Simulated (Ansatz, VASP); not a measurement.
One calculation of CoO, two programs

The input INCAR:

```
SYSTEM = CoO
PREC     = Accurate       ! precision mode
ENCUT    = 520            ! plane-wave cutoff, eV
EDIFF    = 1E-7           ! SCF threshold, eV
ISMEAR   = 0              ! smearing method
SIGMA    = 0.02           ! smearing width, eV
LREAL    = .False.        ! projectors in reciprocal space
LASPH    = .True.         ! aspherical terms in the spheres
NELM     = 150            ! most SCF steps
ALGO     = Normal         ! electronic algorithm
ISIF     = 2              ! what is computed and relaxed
LWAVE    = .False.        ! write WAVECAR
LCHARG   = .True.         ! write CHGCAR
ISPIN    = 2              ! spin polarisation
MAGMOM   = 2.85 0.26      ! initial moments
LORBIT   = 11             ! projections on sites
LMAXMIX  = 4              ! l up to which the mixer works
LDAU     = .True.         ! DFT+U
LDAUTYPE = 2            
LDAUL    = 2 -1           ! shell
LDAUU    = 3.32 0         ! U, eV
LDAUJ    = 0 0          
LDAUPRINT= 1            
GGA      = PE             ! functional
LELF     = .True.         ! ELF
LVHAR    = .True.       
NBANDS   = 18             ! bands
```

The input KPOINTS:

```
Automatic mesh
0
Gamma
  12 12 12
  0 0 0
```

File POSCAR:

```
CoO
1.0
    1.4989418984      0.8654145085      2.4121645444
   -1.4989418984      0.8654145085      2.4121645444
    0.0000000000     -1.7308290171      2.4121645444
Co O
1 1
Direct
    0.0000000000      0.0000000000      0.0000000000
    0.5000000000      0.5000000000      0.5000000000
```

Input for Ansatz:

```yaml
crystal:
  lattice:
    - [1.4989418984, 0.8654145085, 2.4121645444]
    - [-1.4989418984, 0.8654145085, 2.4121645444]
    - [0.0, -1.7308290171, 2.4121645444]
  atoms:
    - { symbol: Co, position: [0.0, 0.0, 0.0], spin: 2.85 }
    - { symbol: O, position: [0.5, 0.5, 0.5], spin: 0.26 }
basis:
  ecutwfc: 420
kpoints:
  mp_grid: { grid: [12, 12, 12] }
  band_path: { path: [VBM, CBM], npoints: 2 }
hamiltonian:
  xc: pbe
  hubbard: { sites: [{ species: Co, l: d, u_eff: 3.32 }] }
scf:
  occupations: { method: gaussian, width: 0.02 }
output:
  forces: true
  stress: true
  eigenvalues: true
  populations: true
magnetization:
  spin_polarized: true
checkpoint:
  read: start.run
  write: ck
  compress: false
  write_wavefunctions: false
  write_every: 100000
```

Alike in both runs: task single point; functional PBE; k mesh 12 × 12 × 12; occupations gaussian, width 0.02 eV; collinear spin; Hubbard terms Co d U = 3.32 eV.

|  | VASP | Ansatz |
| --- | --- | --- |
| version | VASP 6.6.1 | Ansatz 0.2.0 |
| potentials or method | VASP PAW PBE potentials, release 64 (Co, O), cutoff 520 eV | scalar-relativistic, plane waves, PAW |
| valence electrons in the cell | 15 | 23 |

|  | VASP | Ansatz | Ansatz less VASP |
| --- | --- | --- | --- |
| pressure (GPa) | 5.7 | 15.0 | +9.31 |
| traceless stress, the component that is largest in VASP (GPa) | -0.81 | 0.00 | +0.806 |
| net moment per atom (μB) | 1.50 | 1.50 | 0.000 |
| size of the moment on the site where the two differ most (μB) | 2.73 | 2.59 | -0.136 |

Site moments also hang on the region over which each program counts them. The programs project onto different local orbitals, so the same U acts differently, and such runs can settle in different states. VASP's potentials hold 15 valence electrons a cell and Ansatz's 23, so a difference there can come from the potentials and not from the codes. Ansatz's warnings: look outside group, minimisation memory short, stability check not made.
